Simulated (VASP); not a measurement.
# Zn (I4_1/amd) in VASP: notebook

The runs below take Zn through single point, with PBE.

All numbers are computed with VASP 6.6.1; they aren't measurements. Logs are shortened: lines on timing, memory, paths and dates and some standing lists are left out, and cuts for length are marked.

## Step 1: The cell of the first run

It takes space group I4_1/amd (No. 141, tetragonal). Conventional cell: a = 5.225 Å, b = 5.225 Å, c = 2.567 Å, α = 90.00°, β = 90.00°, γ = 90.00°. Within 3.4 Å of Zn (site symmetry -4m2) lie 10 Zn at 2.57 to 3.24 Å.

## Step 2: Single point, PBE

The input, INCAR:

```
PREC = Accurate
ENCUT = 520
EDIFF = 1E-6
ISMEAR = -1
SIGMA = 0.1
LREAL = F
LASPH = T
NELM = 80
ALGO = Normal
ISIF = 2
LWAVE = F
LCHARG = F
GGA = PE
NBANDS = 19
```

The input, KPOINTS:

```
Automatic mesh
0
Gamma
  16 16 16
```

The input, POSCAR:

```
Zn
1.0
   -2.6122673237      2.6122673237      1.2833489285
    2.6122673237     -2.6122673237      1.2833489285
    2.6122673237      2.6122673237     -1.2833489285
Zn
2
Direct
   -0.3750000000     -0.1250000000     -0.2500000000
    0.3750000000      0.1250000000      0.2500000000
```

Potentials or basis: VASP PAW PBE potentials, release 64 (Zn).

Started as:

```console
$ cat potpaw_PBE.64/Zn/POTCAR > POTCAR
$ mpirun -np 1 vasp_std > vasp.out
```

OUTCAR:

```text
PREC = Accurate
   ENCUT = 520
   EDIFF = 1E-6
   ISMEAR = -1
   LREAL = F
   LASPH = T
   NELM = 80
   ISIF = 2
   GGA = PE

 ion  position               nearest neighbor table
   1  0.625  0.875  0.750-   2 2.69   2 2.69   2 2.69   2 2.69
   2  0.375  0.125  0.250-   1 2.69   1 2.69   1 2.69   1 2.69

  LATTYP: Found a body centered tetragonal cell.
 ALAT       =     5.2245346474
 C/A-ratio  =     0.4912777941

  Lattice vectors:

 A1 = (  -2.6122673237,   2.6122673237,   1.2833489285)
 A2 = (   2.6122673237,  -2.6122673237,   1.2833489285)
 A3 = (   2.6122673237,   2.6122673237,  -1.2833489285)

Analysis of symmetry for initial positions (statically):
=====================================================================
 Subroutine PRICEL returns:
 Original cell was already a primitive cell.

 Routine SETGRP: Setting up the symmetry group for a
 body centered tetragonal supercell.

 Subroutine GETGRP returns: Found 16 space group operations
 (whereof  4 operations were pure point group operations)
 out of a pool of 16 trial point group operations.

The static configuration has the point symmetry C_2h.
 The point group associated with its full space group is D_4h.

Analysis of symmetry for dynamics (positions and initial velocities):
=====================================================================
 Subroutine PRICEL returns:
 Original cell was already a primitive cell.

 Routine SETGRP: Setting up the symmetry group for a
 body centered tetragonal supercell.

 Subroutine GETGRP returns: Found 16 space group operations
 (whereof  4 operations were pure point group operations)
 out of a pool of 16 trial point group operations.

The dynamic configuration has the point symmetry C_2h.
 The point group associated with its full space group is D_4h.

 Subroutine INISYM returns: Found 16 space group operations
 (whereof  4 operations are pure point group operations),
 and found     1 'primitive' translations

----------------------------------------------------------------------------------------

                                     Primitive cell

  volume of cell :      35.0300

  direct lattice vectors                    reciprocal lattice vectors
    -2.612267324  2.612267324  1.283348928     0.000000000  0.191404607  0.389605655
     2.612267324 -2.612267324  1.283348928     0.191404607  0.000000000  0.389605655
     2.612267324  2.612267324 -1.283348928     0.191404607  0.191404607  0.000000000

  length of vectors
     3.910865072  3.910865072  3.910865072     0.434083275  0.434083275  0.270686991

  position of ions in fractional coordinates (direct lattice)
     0.625000000  0.875000000  0.750000000
     0.375000000  0.125000000  0.250000000

  ion indices of the primitive-cell ions
   primitive index   ion index
                 1           1
                 2           2

----------------------------------------------------------------------------------------

 KPOINTS: Automatic mesh

Automatic generation of k-mesh.
 Grid dimensions read from file:
 generate k-points for:   16   16   16

 Generating k-lattice:

  Cartesian coordinates                     Fractional coordinates (reciprocal lattice)
     0.000000000  0.011962788  0.024350353     0.062500000  0.000000000  0.000000000
     0.011962788  0.000000000  0.024350353     0.000000000  0.062500000  0.000000000
     0.011962788  0.011962788  0.000000000     0.000000000  0.000000000  0.062500000

  Length of vectors
     0.027130205  0.027130205  0.016917937

  Shift w.r.t. Gamma in fractional coordinates (k-lattice)
     0.000000000  0.000000000  0.000000000

 Subroutine IBZKPT returns following result:
 ===========================================

 Found    349 irreducible k-points:

 Following reciprocal coordinates:
            Coordinates               Weight
  0.000000  0.000000  0.000000      1.000000
  0.062500 -0.000000  0.000000      8.000000
  0.125000 -0.000000  0.000000      8.000000
  0.187500 -0.000000  0.000000      8.000000
  0.250000 -0.000000  0.000000      8.000000
  0.312500 -0.000000  0.000000      8.000000
[... 16 lines left out ...]
 -0.125000  0.062500 -0.000000     16.000000
 -0.062500  0.062500  0.000000      4.000000
 [... further k-points ...]
   k-points           NKPTS =    349   k-points in BZ     NKDIM =    349   number of bands    NBANDS=     19
   number of dos      NEDOS =    301   number of ions     NIONS =      2
   total plane-waves  NPLWV =  27000
   dimension x,y,z NGX =    30 NGY =   30 NGZ =   30
   dimension x,y,z NGXF=    60 NGYF=   60 NGZF=   60
   ions per type =               2
   NGX,Y,Z   is equivalent  to a cutoff of  12.75, 12.75, 12.75 a.u.
   NGXF,Y,Z  is equivalent  to a cutoff of  25.51, 25.51, 25.51 a.u.
 SYSTEM =  unknown system
   PREC   = accura    normal or accurate (medium, high low for compatibility)
   ISTART =      0    job   : 0-new  1-cont  2-samecut
   ICHARG =      2    charge: 1-file 2-atom 10-const
   ISPIN  =      1    spin polarized calculation?
   LNONCOLLINEAR =      F non collinear calculations
   LSORBIT =      F    spin-orbit coupling
   LASPH  =      T    aspherical Exc in radial PAW
   ENCUT  =  520.0 eV  38.22 Ry    6.18 a.u.   7.27  7.27  7.27*2*pi/ulx,y,z
   NELM   =     80;   NELMIN=  2; NELMDL= -5     # of ELM steps
   EDIFF  = 0.1E-05   stopping-criterion for ELM
   LREAL  =      F    real-space projection
   EDIFFG = 0.1E-04   stopping-criterion for IOM
   NSW    =      0    number of steps for IOM
   IBRION =     -1    ionic relax: 0-MD 1-quasi-New 2-CG
   NFREE  =      0    steps in history (QN), initial steepest desc. (CG)
   ISIF   =      2    stress and relaxation
   ISYM   =      2    0-nonsym 1-usesym 2-fastsym
   POTIM  = 0.5000    time-step for ionic-motion
   TEBEG  =    0.0;   TEEND  =   0.0 temperature during run
   PSTRESS=    0.0 pullay stress
   NELECT =      24.0000    total number of electrons
   NUPDOWN=      -1.0000    fix difference up-down
   EMIN   =  10.00;   EMAX   =-10.00  energy-range for DOS
   EFERMI =   0.00;   METHOD = LEGACY
   ISMEAR =    -1;   SIGMA  =   0.10  broadening in eV -4-tet -1-fermi 0-gaus
   EFERMI_NEDOS =   21; number of points for ismear=-14 and -15
   IALGO  =     38    algorithm
   IMIX   =      4    mixing-type and parameters
     AMIX     =   0.40;   BMIX     =  1.00
     AMIX_MAG =   1.60;   BMIX_MAG =  1.00
  volume/ion in A,a.u.               =      17.51       118.20
  Fermi-wavevector in a.u.,A,eV,Ry     =   1.443218  2.727286 28.339276  2.082878
  Thomas-Fermi vector in A             =   2.561650
   LORBIT       =      0    0 simple, 1 ext, 2 COOP (PROOUT), +10 PAW based schemes
   GGA     = PE    functional components
   LHFCALC =     F    Hartree Fock is set to
   AEXX    =    0.0000 exact exchange contribution
   IVDW    =     0    specifies the selected vdW correction
   LEPSILON=     F    determine dielectric tensor
   LRPA    =     F    only Hartree local field effects (RPA)
 non-spin polarized calculation
  energy-cutoff  :      520.00
  volume of cell :       35.03
 maximum number of plane-waves:       965
 NGX is ok and might be reduce to    30
   NGX = 15   NGY = 15   NGZ = 15

 number of electron      24.0000007 magnetization

 Free energy of the ion-electron system (eV)
  ---------------------------------------------------
  ext. energy  EPLUGINS =         0.00000000
  ---------------------------------------------------
  free energy    TOTEN  =        -1.86585790 eV

  energy without entropy =       -1.84309885  energy(sigma->0) =       -1.85447837

 E-fermi :   2.0494     XC(G=0): -10.7814

 val. band max:        2.0465842413   @ k =  -0.0625   0.1250   0.0625
 cond. band min:       2.0583303460   @ k =   0.2500   0.2500   0.1250
 fundamental gap:      0.0117461048
 Fermi energy:         2.0493872608

 k-point     1 :       0.0000    0.0000    0.0000
  band No.  band energies     occupation
      1      -7.2048      2.00000
      2      -5.8286      2.00000
      3      -5.7789      2.00000
      4      -5.7612      2.00000
      5      -5.7069      2.00000
      6      -4.8623      2.00000
[... 11 lines left out ...]
     18      17.1815      0.00000
     19      18.5925      0.00000

 k-point     2 :       0.0625   -0.0000    0.0000
  band No.  band energies     occupation
      1      -7.0870      2.00000
      2      -5.8019      2.00000
      3      -5.7616      2.00000
      4      -5.7327      2.00000
      5      -5.6813      2.00000
      6      -4.9147      2.00000
[... 11 lines left out ...]
     18      17.4660      0.00000
     19      17.8719      0.00000

 k-point     3 :       0.1250   -0.0000    0.0000
  band No.  band energies     occupation
      1      -6.7397      2.00000
      2      -5.7528      2.00000
      3      -5.7125      2.00000
      4      -5.6260      2.00000
      5      -5.6055      2.00000
      6      -5.0172      2.00000
[... 11 lines left out ...]
     18      15.3615      0.00000
     19      16.2442      0.00000

 k-point     4 :       0.1875   -0.0000    0.0000
  band No.  band energies     occupation
      1      -6.2013      2.00000
      2      -5.6979      2.00000
      3      -5.6414      2.00000
      4      -5.4850      2.00000
      5      -5.4444      2.00000
      6      -5.1493      2.00000
[... 11 lines left out ...]
     18      14.1504      0.00000
     19      14.6915      0.00000

 k-point     5 :       0.2500   -0.0000    0.0000
  band No.  band energies     occupation
      1      -5.7275      2.00000
      2      -5.6464      2.00000
      3      -5.5714      2.00000
      4      -5.2800      2.00000
      5      -5.2765      2.00000
      6      -5.2430      2.00000
[... 11 lines left out ...]
     18      12.5159      0.00000
     19      13.3931      0.00000

 k-point     6 :       0.3125   -0.0000    0.0000
  band No.  band energies     occupation
      1      -5.6494      2.00000
      2      -5.5872      2.00000
      3      -5.5673      2.00000
      4      -5.3441      2.00000
      5      -5.3239      2.00000
      6      -5.1156      2.00000
[... 11 lines left out ...]
     18      11.7379      0.00000
     19      12.6857      0.00000

 k-point     7 :       0.3750   -0.0000    0.0000
  band No.  band energies     occupation
      1      -5.6902      2.00000
      2      -5.6404      2.00000
      3      -5.5244      2.00000
      4      -5.4470      2.00000
      5      -5.2750      2.00000
      6      -5.1819      2.00000
[... 11 lines left out ...]
     18      12.2602      0.00000
     19      14.2578      0.00000

 k-point     8 :       0.4375    0.0000    0.0000
  band No.  band energies     occupation
      1      -5.7204      2.00000
      2      -5.7046      2.00000
      3      -5.5424      2.00000
      4      -5.4679      2.00000
      5      -5.2335      2.00000
      6      -5.2092      2.00000
[... 256 lines left out ...]
 k-point    20 :      -0.3125    0.0625   -0.0000
  band No.  band energies     occupation
      1      -5.6834      2.00000
      2      -5.6209      2.00000
      3      -5.5489      2.00000
      4      -5.3239      2.00000
      5      -5.2561      2.00000
      6      -5.2203      2.00000
[... 11 lines left out ...]
     18      12.3253      0.00000
     19      13.7908      0.00000

 k-point    21 :      -0.2500    0.0625   -0.0000
  band No.  band energies     occupation
      1      -6.0617      2.00000
      2      -5.6693      2.00000
      3      -5.6129      2.00000
      4      -5.5026      2.00000
      5      -5.4527      2.00000
      6      -5.1362      2.00000
[... 11 lines left out ...]
     18      14.0247      0.00000
     19      14.6954      0.00000

 k-point    22 :      -0.1875    0.0625   -0.0000
  band No.  band energies     occupation
      1      -6.6177      2.00000
      2      -5.7360      2.00000
      3      -5.6867      2.00000
      4      -5.6305      2.00000
      5      -5.6069      2.00000
      6      -5.0108      2.00000
[... 11 lines left out ...]
     18      14.9676      0.00000
     19      16.1176      0.00000

 k-point    23 :      -0.1250    0.0625   -0.0000
  band No.  band energies     occupation
      1      -7.0032      2.00000
      2      -5.8003      2.00000
      3      -5.7424      2.00000
      4      -5.7242      2.00000
      5      -5.6802      2.00000
      6      -4.9121      2.00000
[... 11 lines left out ...]
     18      17.6207      0.00000
     19      18.2266      0.00000

 k-point    24 :      -0.0625    0.0625    0.0000
  band No.  band energies     occupation
      1      -7.1625      2.00000
      2      -5.8301      2.00000
      3      -5.7689      2.00000
      4      -5.7544      2.00000
      5      -5.7060      2.00000
      6      -4.8655      2.00000
[... 11 lines left out ...]
     18      17.7588      0.00000
     19      18.9681      0.00000

 [... further k-points ...]

------------------------ aborting loop because EDIFF is reached ----------------------------------------

  FORCE on cell =-STRESS in cart. coord.  units (eV):
  Direction    XX          YY          ZZ          XY          YZ          ZX
  --------------------------------------------------------------------------------------
  -------------------------------------------------------------------------------------
  Total       -0.0722978     -0.0722978     -0.0488102     -0.0000000      0.0000000      0.0000000
  in kB       -3.3067072     -3.3067072     -2.2324481     -0.0000000      0.0000000      0.0000000
  external PRESSURE =      -2.9486208 kB  Pullay stress =       0.0000000 kB

 VOLUME and BASIS-vectors are now :
 -----------------------------------------------------------------------------
  energy-cutoff  :      520.00
  volume of cell :       35.03
      direct lattice vectors                 reciprocal lattice vectors
    -2.612267324  2.612267324  1.283348928     0.000000000  0.191404607  0.389605655
     2.612267324 -2.612267324  1.283348928     0.191404607  0.000000000  0.389605655
     2.612267324  2.612267324 -1.283348928     0.191404607  0.191404607  0.000000000

 POSITION                                       TOTAL-FORCE (eV/Angst)
 -----------------------------------------------------------------------------------
      2.61227      1.30613      0.96251        -0.000000      0.000000     -0.000000
     -0.00000      1.30613      0.32084         0.000000     -0.000000      0.000000
 -----------------------------------------------------------------------------------
    total drift:                                0.000000     -0.000000      0.000000

  FREE ENERGIE OF THE ION-ELECTRON SYSTEM (eV)
  ---------------------------------------------------
  free  energy   TOTEN  =        -1.8658578952 eV

  energy  without entropy=       -1.8430988471  energy(sigma->0) =       -1.85447837
```

Run time: 2 min. Hardware: 1 thread of AMD EPYC 9R45 (Zen 5), shared host; peak memory 0.28 GiB.

Results:

| Quantity | Value |
| --- | --- |
| Free energy | -1.8659 eV |
| Pressure | -0.3 GPa |
| Band gap on the k mesh | zero (bands 12 and 13 overlap by 7.00 eV) |

## Step 3: Single point, PBE

The input, INCAR:

```
SYSTEM = Zn
  ALGO = Normal
  EDIFF = 1E-6
  ENCUT = 520
  GGA = PE
  ISIF = 2
  ISMEAR = -1
  LASPH = .True.
  LCHARG = .True.
  LELF = .True.
  LREAL = .False.
  LVHAR = .True.
  LWAVE = .False.
  NBANDS = 19
  NELM = 80
  PREC = Accurate
  SIGMA = 0.1
```

The input, KPOINTS:

```
k-points
0
Gamma
  16 16 16
  0 0 0
```

POSCAR is that of step 2.

Potentials or basis: VASP PAW PBE potentials, release 64 (Zn).

Started as:

```console
$ cat potpaw_PBE.64/Zn/POTCAR > POTCAR
$ mpirun -np 1 vasp_std > vasp.out
```

Wall time 2 min (1 thread of AMD EPYC 9R45 (Zen 5), shared host); peak memory 0.28 GiB.

The run converged. Its results:

- Free energy: -1.8659 eV
- Pressure: -0.3 GPa
- Band gap on the k mesh: zero (bands 12 and 13 overlap by 7.00 eV)

Stress tensor (GPa, compression positive):
```
-0.33  0.00  0.00
 0.00 -0.33  0.00
 0.00  0.00 -0.22
```

Levels at points of the mesh, in eV from the Fermi level:
| k point | band 10 | band 11 | band 12 | band 13 | band 14 | band 15 |
| --- | --- | --- | --- | --- | --- | --- |
| (0.00, 0.00, 0.00) | -6.83 | -6.63 | 1.28 | 1.28 | 2.44 | 6.05 |
| (0.50, 0.00, 0.00) | -6.62 | -1.88 | -1.10 | 2.42 | 3.68 | 4.23 |
| (0.50, 0.50, 0.00) | -6.84 | -6.01 | -6.01 | 4.78 | 4.78 | 6.37 |
| (0.50, 0.50, 0.50) | -6.89 | -3.06 | -3.06 | -2.94 | -2.94 | 14.43 |
